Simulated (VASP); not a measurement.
# BN (F-43m) in VASP: further runs, part 2 of 2

VASP 6.6.1. The steps go on from the part before.

## Step 3: Single point, LDA

Contents of INCAR:

```
PREC = Accurate
ENCUT = 600
EDIFF = 1E-6
ISMEAR = 0
SIGMA = 0.01
LREAL = F
LASPH = T
NELM = 120
ALGO = Normal
ISIF = 2
LWAVE = F
LCHARG = F
NBANDS = 11
GGA_COMPAT = F
```

Contents of KPOINTS:

```
regular mesh
0
Gamma
  8 8 8
```

Contents of POSCAR:

```
BN
1.0
    0.0000000000      1.8075000000      1.8075000000
    1.8075000000      0.0000000000      1.8075000000
    1.8075000000      1.8075000000      0.0000000000
B N
1 1
Direct
    0.0000000000      0.0000000000      0.0000000000
    0.7500000000      0.7500000000      0.7500000000
```

Potentials or basis: VASP PAW LDA potentials, release 64 (B, N).

Run with:

```console
$ cat potpaw_LDA.64/B/POTCAR potpaw_LDA.64/N/POTCAR > POTCAR
$ mpirun -np 1 vasp_std > vasp.out
```

OUTCAR:

```text
PREC = Accurate
   ENCUT = 600
   EDIFF = 1E-6
   ISMEAR = 0
   LREAL = F
   LASPH = T
   NELM = 120
   ISIF = 2

 ion  position               nearest neighbor table
   1  0.000  0.000  0.000-   2 1.57   2 1.57   2 1.57   2 1.57
   2  0.750  0.750  0.750-   1 1.57   1 1.57   1 1.57   1 1.57

  LATTYP: Found a face centered cubic cell.
 ALAT       =     3.6150000000

  Lattice vectors:

 A1 = (   0.0000000000,   1.8075000000,   1.8075000000)
 A2 = (   1.8075000000,   0.0000000000,   1.8075000000)
 A3 = (   1.8075000000,   1.8075000000,   0.0000000000)

Analysis of symmetry for initial positions (statically):
=====================================================================
 Subroutine PRICEL returns:
 Original cell was already a primitive cell.

 Routine SETGRP: Setting up the symmetry group for a
 face centered cubic supercell.

 Subroutine GETGRP returns: Found 24 space group operations
 (whereof 24 operations were pure point group operations)
 out of a pool of 48 trial point group operations.

The static configuration has the point symmetry T_d .

Analysis of symmetry for dynamics (positions and initial velocities):
=====================================================================
 Subroutine PRICEL returns:
 Original cell was already a primitive cell.

 Routine SETGRP: Setting up the symmetry group for a
 face centered cubic supercell.

 Subroutine GETGRP returns: Found 24 space group operations
 (whereof 24 operations were pure point group operations)
 out of a pool of 48 trial point group operations.

The dynamic configuration has the point symmetry T_d .

 Subroutine INISYM returns: Found 24 space group operations
 (whereof 24 operations are pure point group operations),
 and found     1 'primitive' translations

----------------------------------------------------------------------------------------

                                     Primitive cell

  volume of cell :      11.8104

  direct lattice vectors                    reciprocal lattice vectors
     0.000000000  1.807500000  1.807500000    -0.276625173  0.276625173  0.276625173
     1.807500000  0.000000000  1.807500000     0.276625173 -0.276625173  0.276625173
     1.807500000  1.807500000  0.000000000     0.276625173  0.276625173 -0.276625173

  length of vectors
     2.556191014  2.556191014  2.556191014     0.479128854  0.479128854  0.479128854

  position of ions in fractional coordinates (direct lattice)
     0.000000000  0.000000000  0.000000000
     0.750000000  0.750000000  0.750000000

  ion indices of the primitive-cell ions
   primitive index   ion index
                 1           1
                 2           2

----------------------------------------------------------------------------------------

 KPOINTS: regular mesh

Automatic generation of k-mesh.
 Grid dimensions read from file:
 generate k-points for:    8    8    8

 Generating k-lattice:

  Cartesian coordinates                     Fractional coordinates (reciprocal lattice)
    -0.034578147  0.034578147  0.034578147     0.125000000  0.000000000  0.000000000
     0.034578147 -0.034578147  0.034578147     0.000000000  0.125000000  0.000000000
     0.034578147  0.034578147 -0.034578147     0.000000000  0.000000000  0.125000000

  Length of vectors
     0.059891107  0.059891107  0.059891107

  Shift w.r.t. Gamma in fractional coordinates (k-lattice)
     0.000000000  0.000000000  0.000000000

 Subroutine IBZKPT returns following result:
 ===========================================

 Found     29 irreducible k-points:

 Following reciprocal coordinates:
            Coordinates               Weight
  0.000000  0.000000  0.000000      1.000000
  0.125000  0.000000  0.000000      8.000000
  0.250000  0.000000  0.000000      8.000000
  0.375000  0.000000  0.000000      8.000000
  0.500000  0.000000  0.000000      4.000000
  0.125000  0.125000  0.000000      6.000000
[... 16 lines left out ...]
  0.500000  0.250000  0.125000     48.000000
 -0.375000  0.250000  0.125000     24.000000
 [... further k-points ...]
   k-points           NKPTS =     29   k-points in BZ     NKDIM =     29   number of bands    NBANDS=     11
   number of dos      NEDOS =    301   number of ions     NIONS =      2
   total plane-waves  NPLWV =   8000
   dimension x,y,z NGX =    20 NGY =   20 NGZ =   20
   dimension x,y,z NGXF=    40 NGYF=   40 NGZF=   40
   ions per type =               1   1
   NGX,Y,Z   is equivalent  to a cutoff of  13.01, 13.01, 13.01 a.u.
   NGXF,Y,Z  is equivalent  to a cutoff of  26.01, 26.01, 26.01 a.u.
 SYSTEM =  unknown system
   PREC   = accura    normal or accurate (medium, high low for compatibility)
   ISTART =      0    job   : 0-new  1-cont  2-samecut
   ICHARG =      2    charge: 1-file 2-atom 10-const
   ISPIN  =      1    spin polarized calculation?
   LNONCOLLINEAR =      F non collinear calculations
   LSORBIT =      F    spin-orbit coupling
   LASPH  =      T    aspherical Exc in radial PAW
   ENCUT  =  600.0 eV  44.10 Ry    6.64 a.u.   5.11  5.11  5.11*2*pi/ulx,y,z
   NELM   =    120;   NELMIN=  2; NELMDL= -5     # of ELM steps
   EDIFF  = 0.1E-05   stopping-criterion for ELM
   LREAL  =      F    real-space projection
   EDIFFG = 0.1E-04   stopping-criterion for IOM
   NSW    =      0    number of steps for IOM
   IBRION =     -1    ionic relax: 0-MD 1-quasi-New 2-CG
   NFREE  =      0    steps in history (QN), initial steepest desc. (CG)
   ISIF   =      2    stress and relaxation
   ISYM   =      2    0-nonsym 1-usesym 2-fastsym
   POTIM  = 0.5000    time-step for ionic-motion
   TEBEG  =    0.0;   TEEND  =   0.0 temperature during run
   PSTRESS=    0.0 pullay stress
   NELECT =       8.0000    total number of electrons
   NUPDOWN=      -1.0000    fix difference up-down
   EMIN   =  10.00;   EMAX   =-10.00  energy-range for DOS
   EFERMI =   0.00;   METHOD = LEGACY
   ISMEAR =     0;   SIGMA  =   0.01  broadening in eV -4-tet -1-fermi 0-gaus
   EFERMI_NEDOS =   21; number of points for ismear=-14 and -15
   IALGO  =     38    algorithm
   IMIX   =      4    mixing-type and parameters
     AMIX     =   0.40;   BMIX     =  1.00
     AMIX_MAG =   1.60;   BMIX_MAG =  1.00
  volume/ion in A,a.u.               =       5.91        39.85
  Fermi-wavevector in a.u.,A,eV,Ry     =   1.437749  2.716952 28.124920  2.067123
  Thomas-Fermi vector in A             =   2.556793
   LORBIT       =      0    0 simple, 1 ext, 2 COOP (PROOUT), +10 PAW based schemes
   GGA     = CA    functional components
   LHFCALC =     F    Hartree Fock is set to
   AEXX    =    0.0000 exact exchange contribution
   IVDW    =     0    specifies the selected vdW correction
   LEPSILON=     F    determine dielectric tensor
   LRPA    =     F    only Hartree local field effects (RPA)
 non-spin polarized calculation
 Gauss-broadening in eV      SIGMA  =   0.01
  energy-cutoff  :      600.00
  volume of cell :       11.81
 maximum number of plane-waves:       411
   NGX = 11   NGY = 11   NGZ = 11

 number of electron       8.0000000 magnetization

 Free energy of the ion-electron system (eV)
  ---------------------------------------------------
  ext. energy  EPLUGINS =         0.00000000
  ---------------------------------------------------
  free energy    TOTEN  =       -19.40664395 eV

  energy without entropy =      -19.40664395  energy(sigma->0) =      -19.40664395

 E-fermi :   7.5354     XC(G=0): -13.1048

 val. band max:        7.3877883391   @ k =   0.0000   0.0000   0.0000
 cond. band min:      11.7319935768   @ k =   0.5000   0.5000   0.0000
 fundamental gap:      4.3442052377
 Fermi energy:         7.5354469883

 k-point     1 :       0.0000    0.0000    0.0000
  band No.  band energies     occupation
      1     -12.6810      2.00000
      2       7.3878      2.00000
      3       7.3878      2.00000
      4       7.3878      2.00000
      5      16.0716      0.00000
      6      16.0716      0.00000
      7      16.0716      0.00000
      8      17.8286      0.00000
      9      31.8783      0.00000
     10      35.1750      0.00000
     11      35.1750      0.00000
[... 309 lines left out ...]
 k-point    24 :      -0.3750    0.2500    0.1250
  band No.  band energies     occupation
      1      -7.6863      2.00000
      2      -2.3286      2.00000
      3       2.5778      2.00000
      4       3.9169      2.00000
      5      16.8126      0.00000
      6      18.5035      0.00000
      7      21.6785      0.00000
      8      22.9967      0.00000
      9      26.5557      0.00000
     10      32.9741      0.00000
     11      34.6314      0.00000

 [... further k-points ...]

------------------------ aborting loop because EDIFF is reached ----------------------------------------

  FORCE on cell =-STRESS in cart. coord.  units (eV):
  Direction    XX          YY          ZZ          XY          YZ          ZX
  --------------------------------------------------------------------------------------
  -------------------------------------------------------------------------------------
  Total       -0.7588180     -0.7588180     -0.7588180      0.0000000      0.0000000      0.0000000
  in kB     -102.9397885   -102.9397885   -102.9397885      0.0000000      0.0000000      0.0000000
  external PRESSURE =    -102.9397885 kB  Pullay stress =       0.0000000 kB

 VOLUME and BASIS-vectors are now :
 -----------------------------------------------------------------------------
  energy-cutoff  :      600.00
  volume of cell :       11.81
      direct lattice vectors                 reciprocal lattice vectors
     0.000000000  1.807500000  1.807500000    -0.276625173  0.276625173  0.276625173
     1.807500000  0.000000000  1.807500000     0.276625173 -0.276625173  0.276625173
     1.807500000  1.807500000  0.000000000     0.276625173  0.276625173 -0.276625173

 POSITION                                       TOTAL-FORCE (eV/Angst)
 -----------------------------------------------------------------------------------
      0.00000      0.00000      0.00000        -0.000000     -0.000000     -0.000000
      2.71125      2.71125      2.71125         0.000000      0.000000      0.000000
 -----------------------------------------------------------------------------------
    total drift:                                0.000000      0.000000      0.000000

  FREE ENERGIE OF THE ION-ELECTRON SYSTEM (eV)
  ---------------------------------------------------
  free  energy   TOTEN  =       -19.4066439509 eV

  energy  without entropy=      -19.4066439509  energy(sigma->0) =      -19.40664395
```

OSZICAR:

```text
N       E                     dE             d eps       ncg     rms          rms(c)
DAV:   1     0.116952734299E+02    0.11695E+02   -0.52655E+03   646   0.800E+02
DAV:   2    -0.198867198763E+02   -0.31582E+02   -0.30477E+02   754   0.162E+02
DAV:   3    -0.205361221333E+02   -0.64940E+00   -0.64699E+00   746   0.196E+01
DAV:   4    -0.205369044601E+02   -0.78233E-03   -0.78232E-03   683   0.845E-01
DAV:   5    -0.205369051522E+02   -0.69202E-06   -0.69201E-06   731   0.248E-02    0.649E+00
DAV:   6    -0.195465793572E+02    0.99033E+00   -0.32569E+00   644   0.102E+01    0.306E+00
DAV:   7    -0.194384528271E+02    0.10813E+00   -0.83709E-02   719   0.242E+00    0.176E+00
DAV:   8    -0.194068121729E+02    0.31641E-01   -0.44307E-02   713   0.143E+00    0.176E-01
DAV:   9    -0.194066600576E+02    0.15212E-03   -0.93482E-04   677   0.264E-01    0.811E-02
DAV:  10    -0.194066434622E+02    0.16595E-04   -0.48009E-05   728   0.635E-02    0.143E-02
DAV:  11    -0.194066439509E+02   -0.48867E-06   -0.12455E-06   453   0.804E-03
   1 F= -.19406644E+02 E0= -.19406644E+02  d E =-.674961E-99
```

It took 3.6 s on 1 thread of AMD EPYC 7R43 (Zen 3), shared host; peak memory 0.08 GiB.

Results:

```yaml
Free_energy: -19.4066 eV
Pressure: -10.3 GPa
Band_gap_on_the_k_mesh: 4.34 eV (least direct gap 8.68 eV)
```

Caveat: the cell stands under tension.
